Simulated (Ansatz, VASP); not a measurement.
# ZnCu in VASP and in Ansatz

POSCAR

```
ZnCu
1.0
    1.4880390000     -2.1212790000      0.0000000000
    1.4880390000      2.1212790000      0.0000000000
    0.0000000000      0.0000000000      4.1407460000
Zn Cu
1 1
Direct
    0.5000000000      0.5000000000      0.5000000000
    0.0000000000      0.0000000000      0.0000000000
```

File INCAR.step1:

```
PREC = Accurate
ENCUT = 520
ISMEAR = 1
SIGMA = 0.1
LREAL = False
LASPH = True
NELM = 80
NBANDS = 18
GGA = PE
ALGO = Normal
EDIFF = 1E-4
LWAVE = True
LCHARG = False
```

The input INCAR.step2:

```
PREC = Accurate
ENCUT = 520
EDIFF = 1E-7
ISMEAR = 1
SIGMA = 0.1
LREAL = False
LASPH = True
NELM = 80
ALGO = Normal
ISIF = 2
LWAVE = False
LCHARG = False
METAGGA = R2SCAN
LMIXTAU = True
NBANDS = 18
ISTART = 1
```

KPOINTS

```
Automatic mesh
0
Gamma
  12 12 7
```

Input for Ansatz:

```yaml
crystal:
  lattice:
    - [1.488039, -2.121279, 0.0]
    - [1.488039, 2.121279, 0.0]
    - [0.0, 0.0, 4.140746]
  atoms:
    - { symbol: Zn, position: [0.5, 0.5, 0.5] }
    - { symbol: Cu, position: [0.0, 0.0, 0.0] }
basis:
  ecutwfc: 653.073269903712
kpoints:
  mp_grid:
    grid: [12, 12, 7]
hamiltonian:
  xc: r2scan
scf:
  occupations:
    method: cold
    width: 0.1
output:
  stress: true
```

Alike in both runs: task single point; functional r2SCAN; k mesh 12 × 12 × 7; no spin polarisation.

|  | VASP | Ansatz |
| --- | --- | --- |
| version | VASP 6.6.1 | Ansatz 0.2.0 |
| potentials or method | VASP PAW PBE potentials, release 64 (Zn, Cu), cutoff 520 eV | plane waves, PAW |
| occupations | methfessel-paxton of order 1, width 0.1 eV | cold, width 0.1 eV |
| valence electrons in the cell | 23 | 31 |

Ansatz gave:

```
pressure (GPa)                                                : -5.3
traceless stress, the component that is largest in VASP (GPa) : 0.96
```

Problem. What did VASP give for the same quantities?

Solution. Pressure (GPa): -4.7; traceless stress, the component that is largest in VASP (GPa): 1.00.

VASP's potentials were made for PBE, not for r2SCAN. VASP's potentials hold 23 valence electrons a cell and Ansatz's 31, so a difference there can come from the potentials and not from the codes.
